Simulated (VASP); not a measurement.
# GaP (F-43m) in VASP: notebook

Runs on GaP. Level: PBE. Tasks: single point.

All numbers are computed with VASP 6.6.1; they aren't measurements. Logs are shortened: lines on timing, memory, paths and dates and some standing lists are left out, and cuts for length are marked.

### Step 1. The cell of the first run

Symmetry: F-43m, No. 216, cubic system. The conventional cell has a = 5.507 Å, b = 5.507 Å, c = 5.507 Å, α = 90.00°, β = 90.00°, γ = 90.00°. Within 3.1 Å of Ga (site symmetry -43m) lie 4 P at 2.38 Å. Within 3.1 Å of P (site symmetry -43m) lie 4 Ga at 2.38 Å.

### Step 2. Single point, PBE

The input, INCAR:

```
PREC = Accurate
ENCUT = 500
EDIFF = 1E-6
ISMEAR = 0
SIGMA = 0.02
LREAL = F
LASPH = T
NELM = 120
ALGO = Normal
ISIF = 2
LWAVE = F
LCHARG = F
GGA = PE
NBANDS = 16
GGA_COMPAT = F
```

The input, KPOINTS:

```
regular mesh
0
Gamma
  8 8 8
```

The input, POSCAR:

```
GaP
1.0
    0.0000000000      2.7533028936      2.7533028936
    2.7533028936      0.0000000000      2.7533028936
    2.7533028936      2.7533028936      0.0000000000
Ga P
1 1
Direct
    0.0000000000      0.0000000000      0.0000000000
    0.2500000000      0.2500000000      0.2500000000
```

Potentials or basis: VASP PAW PBE potentials, release 64 (Ga_d, P).

Run with:

```bash
$ cat potpaw_PBE.64/Ga_d/POTCAR potpaw_PBE.64/P/POTCAR > POTCAR
$ mpirun -np 1 vasp_std > vasp.out
```

OUTCAR:

```text
PREC = Accurate
   ENCUT = 500
   EDIFF = 1E-6
   ISMEAR = 0
   LREAL = F
   LASPH = T
   NELM = 120
   ISIF = 2
   GGA = PE

 ion  position               nearest neighbor table
   1  0.000  0.000  0.000-   2 2.38   2 2.38   2 2.38   2 2.38
   2  0.250  0.250  0.250-   1 2.38   1 2.38   1 2.38   1 2.38

  LATTYP: Found a face centered cubic cell.
 ALAT       =     5.5066057872

  Lattice vectors:

 A1 = (   0.0000000000,   2.7533028936,   2.7533028936)
 A2 = (   2.7533028936,   0.0000000000,   2.7533028936)
 A3 = (   2.7533028936,   2.7533028936,   0.0000000000)

Analysis of symmetry for initial positions (statically):
=====================================================================
 Subroutine PRICEL returns:
 Original cell was already a primitive cell.

 Routine SETGRP: Setting up the symmetry group for a
 face centered cubic supercell.

 Subroutine GETGRP returns: Found 24 space group operations
 (whereof 24 operations were pure point group operations)
 out of a pool of 48 trial point group operations.

The static configuration has the point symmetry T_d .

Analysis of symmetry for dynamics (positions and initial velocities):
=====================================================================
 Subroutine PRICEL returns:
 Original cell was already a primitive cell.

 Routine SETGRP: Setting up the symmetry group for a
 face centered cubic supercell.

 Subroutine GETGRP returns: Found 24 space group operations
 (whereof 24 operations were pure point group operations)
 out of a pool of 48 trial point group operations.

The dynamic configuration has the point symmetry T_d .

 Subroutine INISYM returns: Found 24 space group operations
 (whereof 24 operations are pure point group operations),
 and found     1 'primitive' translations

----------------------------------------------------------------------------------------

                                     Primitive cell

  volume of cell :      41.7438

  direct lattice vectors                    reciprocal lattice vectors
     0.000000000  2.753302894  2.753302894    -0.181600071  0.181600071  0.181600071
     2.753302894  0.000000000  2.753302894     0.181600071 -0.181600071  0.181600071
     2.753302894  2.753302894  0.000000000     0.181600071  0.181600071 -0.181600071

  length of vectors
     3.893758293  3.893758293  3.893758293     0.314540549  0.314540549  0.314540549

  position of ions in fractional coordinates (direct lattice)
     0.000000000  0.000000000  0.000000000
     0.250000000  0.250000000  0.250000000

  ion indices of the primitive-cell ions
   primitive index   ion index
                 1           1
                 2           2

----------------------------------------------------------------------------------------

 KPOINTS: regular mesh

Automatic generation of k-mesh.
 Grid dimensions read from file:
 generate k-points for:    8    8    8

 Generating k-lattice:

  Cartesian coordinates                     Fractional coordinates (reciprocal lattice)
    -0.022700009  0.022700009  0.022700009     0.125000000  0.000000000  0.000000000
     0.022700009 -0.022700009  0.022700009     0.000000000  0.125000000  0.000000000
     0.022700009  0.022700009 -0.022700009     0.000000000  0.000000000  0.125000000

  Length of vectors
     0.039317569  0.039317569  0.039317569

  Shift w.r.t. Gamma in fractional coordinates (k-lattice)
     0.000000000  0.000000000  0.000000000

 Subroutine IBZKPT returns following result:
 ===========================================

 Found     29 irreducible k-points:

 Following reciprocal coordinates:
            Coordinates               Weight
  0.000000  0.000000  0.000000      1.000000
  0.125000  0.000000  0.000000      8.000000
  0.250000  0.000000  0.000000      8.000000
  0.375000  0.000000  0.000000      8.000000
  0.500000  0.000000  0.000000      4.000000
  0.125000  0.125000  0.000000      6.000000
[... 16 lines left out ...]
  0.500000  0.250000  0.125000     48.000000
 -0.375000  0.250000  0.125000     24.000000
 [... further k-points ...]
   k-points           NKPTS =     29   k-points in BZ     NKDIM =     29   number of bands    NBANDS=     16
   number of dos      NEDOS =    301   number of ions     NIONS =      2
   total plane-waves  NPLWV =  21952
   dimension x,y,z NGX =    28 NGY =   28 NGZ =   28
   dimension x,y,z NGXF=    56 NGYF=   56 NGZF=   56
   ions per type =               1   1
   NGX,Y,Z   is equivalent  to a cutoff of  11.95, 11.95, 11.95 a.u.
   NGXF,Y,Z  is equivalent  to a cutoff of  23.91, 23.91, 23.91 a.u.
 SYSTEM =  unknown system
   PREC   = accura    normal or accurate (medium, high low for compatibility)
   ISTART =      0    job   : 0-new  1-cont  2-samecut
   ICHARG =      2    charge: 1-file 2-atom 10-const
   ISPIN  =      1    spin polarized calculation?
   LNONCOLLINEAR =      F non collinear calculations
   LSORBIT =      F    spin-orbit coupling
   LASPH  =      T    aspherical Exc in radial PAW
   ENCUT  =  500.0 eV  36.75 Ry    6.06 a.u.   7.10  7.10  7.10*2*pi/ulx,y,z
   NELM   =    120;   NELMIN=  2; NELMDL= -5     # of ELM steps
   EDIFF  = 0.1E-05   stopping-criterion for ELM
   LREAL  =      F    real-space projection
   EDIFFG = 0.1E-04   stopping-criterion for IOM
   NSW    =      0    number of steps for IOM
   IBRION =     -1    ionic relax: 0-MD 1-quasi-New 2-CG
   NFREE  =      0    steps in history (QN), initial steepest desc. (CG)
   ISIF   =      2    stress and relaxation
   ISYM   =      2    0-nonsym 1-usesym 2-fastsym
   POTIM  = 0.5000    time-step for ionic-motion
   TEBEG  =    0.0;   TEEND  =   0.0 temperature during run
   PSTRESS=    0.0 pullay stress
   NELECT =      18.0000    total number of electrons
   NUPDOWN=      -1.0000    fix difference up-down
   EMIN   =  10.00;   EMAX   =-10.00  energy-range for DOS
   EFERMI =   0.00;   METHOD = LEGACY
   ISMEAR =     0;   SIGMA  =   0.02  broadening in eV -4-tet -1-fermi 0-gaus
   EFERMI_NEDOS =   21; number of points for ismear=-14 and -15
   IALGO  =     38    algorithm
   IMIX   =      4    mixing-type and parameters
     AMIX     =   0.40;   BMIX     =  1.00
     AMIX_MAG =   1.60;   BMIX_MAG =  1.00
  volume/ion in A,a.u.               =      20.87       140.85
  Fermi-wavevector in a.u.,A,eV,Ry     =   1.236806  2.337225 20.812692  1.529690
  Thomas-Fermi vector in A             =   2.371400
   LORBIT       =      0    0 simple, 1 ext, 2 COOP (PROOUT), +10 PAW based schemes
   GGA     = PE    functional components
   LHFCALC =     F    Hartree Fock is set to
   AEXX    =    0.0000 exact exchange contribution
   IVDW    =     0    specifies the selected vdW correction
   LEPSILON=     F    determine dielectric tensor
   LRPA    =     F    only Hartree local field effects (RPA)
 non-spin polarized calculation
 Gauss-broadening in eV      SIGMA  =   0.02
  energy-cutoff  :      500.00
  volume of cell :       41.74
 maximum number of plane-waves:      1068
   NGX = 15   NGY = 15   NGZ = 15

 number of electron      18.0000009 magnetization

 Free energy of the ion-electron system (eV)
  ---------------------------------------------------
  ext. energy  EPLUGINS =         0.00000000
  ---------------------------------------------------
  free energy    TOTEN  =        -9.12546142 eV

  energy without entropy =       -9.12546142  energy(sigma->0) =       -9.12546142

 E-fermi :   4.4986     XC(G=0):  -9.6937

 val. band max:        4.3437681294   @ k =   0.0000   0.0000   0.0000
 cond. band min:       5.9169595073   @ k =   0.0000   0.0000   0.0000
 fundamental gap:      1.5731913779
 Fermi energy:         4.4986395425

 k-point     1 :       0.0000    0.0000    0.0000
  band No.  band energies     occupation
      1     -10.1587      2.00000
      2     -10.1587      2.00000
      3     -10.1587      2.00000
      4     -10.0681      2.00000
      5     -10.0681      2.00000
      6      -7.9212      2.00000
[... 8 lines left out ...]
     15      14.0882      0.00000
     16      14.0882      0.00000

 k-point     2 :       0.1250    0.0000    0.0000
  band No.  band energies     occupation
      1     -10.1705      2.00000
      2     -10.1545      2.00000
      3     -10.1545      2.00000
      4     -10.0681      2.00000
      5     -10.0681      2.00000
      6      -7.7270      2.00000
[... 8 lines left out ...]
     15      13.4828      0.00000
     16      13.9002      0.00000

 k-point     3 :       0.2500    0.0000    0.0000
  band No.  band energies     occupation
      1     -10.1968      2.00000
      2     -10.1454      2.00000
      3     -10.1454      2.00000
      4     -10.0669      2.00000
      5     -10.0669      2.00000
      6      -7.1769      2.00000
[... 8 lines left out ...]
     15      13.2987      0.00000
     16      14.1881      0.00000

 k-point     4 :       0.3750    0.0000    0.0000
  band No.  band energies     occupation
      1     -10.2210      2.00000
      2     -10.1385      2.00000
      3     -10.1385      2.00000
      4     -10.0636      2.00000
      5     -10.0636      2.00000
      6      -6.4146      2.00000
[... 8 lines left out ...]
     15      14.4535      0.00000
     16      14.4535      0.00000

 k-point     5 :       0.5000    0.0000    0.0000
  band No.  band energies     occupation
      1     -10.2305      2.00000
      2     -10.1363      2.00000
      3     -10.1363      2.00000
      4     -10.0615      2.00000
      5     -10.0615      2.00000
      6      -5.9544      2.00000
[... 8 lines left out ...]
     15      15.9313      0.00000
     16      15.9313      0.00000

 k-point     6 :       0.1250    0.1250    0.0000
  band No.  band energies     occupation
      1     -10.1784      2.00000
      2     -10.1505      2.00000
      3     -10.1505      2.00000
      4     -10.0717      2.00000
      5     -10.0652      2.00000
      6      -7.6623      2.00000
[... 8 lines left out ...]
     15      14.2538      0.00000
     16      14.3294      0.00000

 k-point     7 :       0.2500    0.1250    0.0000
  band No.  band energies     occupation
      1     -10.1993      2.00000
      2     -10.1428      2.00000
      3     -10.1409      2.00000
      4     -10.0744      2.00000
      5     -10.0625      2.00000
      6      -7.2293      2.00000
[... 8 lines left out ...]
     15      14.3249      0.00000
     16      15.3365      0.00000

 k-point     8 :       0.3750    0.1250    0.0000
  band No.  band energies     occupation
      1     -10.2204      2.00000
      2     -10.1367      2.00000
      3     -10.1330      2.00000
      4     -10.0728      2.00000
      5     -10.0600      2.00000
      6      -6.5196      2.00000
[... 8 lines left out ...]
     15      15.0789      0.00000
     16      15.1522      0.00000

 k-point     9 :       0.5000    0.1250    0.0000
  band No.  band energies     occupation
      1     -10.2319      2.00000
      2     -10.1341      2.00000
      3     -10.1303      2.00000
      4     -10.0675      2.00000
      5     -10.0603      2.00000
      6      -5.8768      2.00000
[... 8 lines left out ...]
     15      15.9327      0.00000
     16      16.1100      0.00000
[... 172 lines left out ...]
 k-point    19 :       0.5000    0.3750    0.0000
  band No.  band energies     occupation
      1     -10.2572      2.00000
      2     -10.1083      2.00000
      3     -10.1044      2.00000
      4     -10.0933      2.00000
      5     -10.0514      2.00000
      6      -5.2975      2.00000
[... 8 lines left out ...]
     15      16.2643      0.00000
     16      17.3524      0.00000

 k-point    20 :      -0.3750    0.3750    0.0000
  band No.  band energies     occupation
      1     -10.2499      2.00000
      2     -10.1172      2.00000
      3     -10.1081      2.00000
      4     -10.0850      2.00000
      5     -10.0570      2.00000
      6      -5.1336      2.00000
[... 8 lines left out ...]
     15      14.6921      0.00000
     16      18.7559      0.00000

 k-point    21 :       0.5000    0.5000    0.0000
  band No.  band energies     occupation
      1     -10.2646      2.00000
      2     -10.1000      2.00000
      3     -10.1000      2.00000
      4     -10.0994      2.00000
      5     -10.0485      2.00000
      6      -5.0963      2.00000
[... 8 lines left out ...]
     15      16.6731      0.00000
     16      17.2069      0.00000

 k-point    22 :       0.3750    0.2500    0.1250
  band No.  band energies     occupation
      1     -10.2180      2.00000
      2     -10.1346      2.00000
      3     -10.1311      2.00000
      4     -10.0775      2.00000
      5     -10.0599      2.00000
      6      -6.7085      2.00000
[... 8 lines left out ...]
     15      15.3441      0.00000
     16      16.5694      0.00000

 k-point    23 :       0.5000    0.2500    0.1250
  band No.  band energies     occupation
      1     -10.2319      2.00000
      2     -10.1312      2.00000
      3     -10.1228      2.00000
      4     -10.0756      2.00000
      5     -10.0600      2.00000
      6      -5.9918      2.00000
[... 8 lines left out ...]
     15      15.7208      0.00000
     16      17.0388      0.00000

 k-point    24 :      -0.3750    0.2500    0.1250
  band No.  band energies     occupation
      1     -10.2370      2.00000
      2     -10.1307      2.00000
      3     -10.1199      2.00000
      4     -10.0725      2.00000
      5     -10.0615      2.00000
      6      -5.5661      2.00000
[... 8 lines left out ...]
     15      16.2357      0.00000
     16      16.6760      0.00000

 [... further k-points ...]

------------------------ aborting loop because EDIFF is reached ----------------------------------------

  FORCE on cell =-STRESS in cart. coord.  units (eV):
  Direction    XX          YY          ZZ          XY          YZ          ZX
  --------------------------------------------------------------------------------------
  -------------------------------------------------------------------------------------
  Total       -0.0261647     -0.0261647     -0.0261647     -0.0000000      0.0000000     -0.0000000
  in kB       -1.0042316     -1.0042316     -1.0042316     -0.0000000      0.0000000     -0.0000000
  external PRESSURE =      -1.0042316 kB  Pullay stress =       0.0000000 kB

 VOLUME and BASIS-vectors are now :
 -----------------------------------------------------------------------------
  energy-cutoff  :      500.00
  volume of cell :       41.74
      direct lattice vectors                 reciprocal lattice vectors
     0.000000000  2.753302894  2.753302894    -0.181600071  0.181600071  0.181600071
     2.753302894  0.000000000  2.753302894     0.181600071 -0.181600071  0.181600071
     2.753302894  2.753302894  0.000000000     0.181600071  0.181600071 -0.181600071

 POSITION                                       TOTAL-FORCE (eV/Angst)
 -----------------------------------------------------------------------------------
      0.00000      0.00000      0.00000        -0.000000      0.000000     -0.000000
      1.37665      1.37665      1.37665         0.000000     -0.000000      0.000000
 -----------------------------------------------------------------------------------
    total drift:                                0.000001      0.000001      0.000001

  FREE ENERGIE OF THE ION-ELECTRON SYSTEM (eV)
  ---------------------------------------------------
  free  energy   TOTEN  =        -9.1254614213 eV

  energy  without entropy=       -9.1254614213  energy(sigma->0) =       -9.12546142
```

Run time: 31 s. Hardware: 1 thread of Intel Xeon 8259CL, shared host; peak memory 0.16 GiB.

Results:

* Free energy: -9.1255 eV
* Pressure: -0.1 GPa
* Band gap on the k mesh: 1.57 eV

A k mesh can miss the band edges.

### Step 3. Single point, PBE

The input, INCAR:

```
ALGO = Normal ; EDIFF = 1E-6
ENCUT = 500 ; GGA = PE
GGA_COMPAT = False ; ISIF = 2
ISMEAR = 0 ; LASPH = True
LCHARG = False ; LREAL = False
LWAVE = False ; NBANDS = 16
NELM = 120 ; PREC = Accurate
SIGMA = 0.02
```

The input, KPOINTS:

```
k-points
0
Gamma
  10 10 10
```

POSCAR is that of step 2.

Potentials or basis: VASP PAW PBE potentials, release 64 (Ga_d, P).

Run with:

```bash
$ cat potpaw_PBE.64/Ga_d/POTCAR potpaw_PBE.64/P/POTCAR > POTCAR
$ mpirun -np 1 vasp_std > vasp.out
```

Wall time 44 s (1 thread of Intel Xeon 8259CL, shared host); peak memory 0.17 GiB.

The run converged. Its results:

```
Free energy            : -9.1275 eV
Pressure               : -0.1 GPa
Band gap on the k mesh : 1.57 eV
```

Levels at points of the mesh, in eV from the valence-band top:
```
           k point  band 7  band 8  band 9  band 10  band 11  band 12
(0.00, 0.00, 0.00)    0.00    0.00    0.00     1.57     3.90     3.90
(0.50, 0.00, 0.00)   -6.46   -1.07   -1.07     1.58     4.73     4.73
(0.50, 0.50, 0.00)   -6.61   -2.58   -2.58     1.72     1.85    10.37
```

A k mesh can miss the band edges.
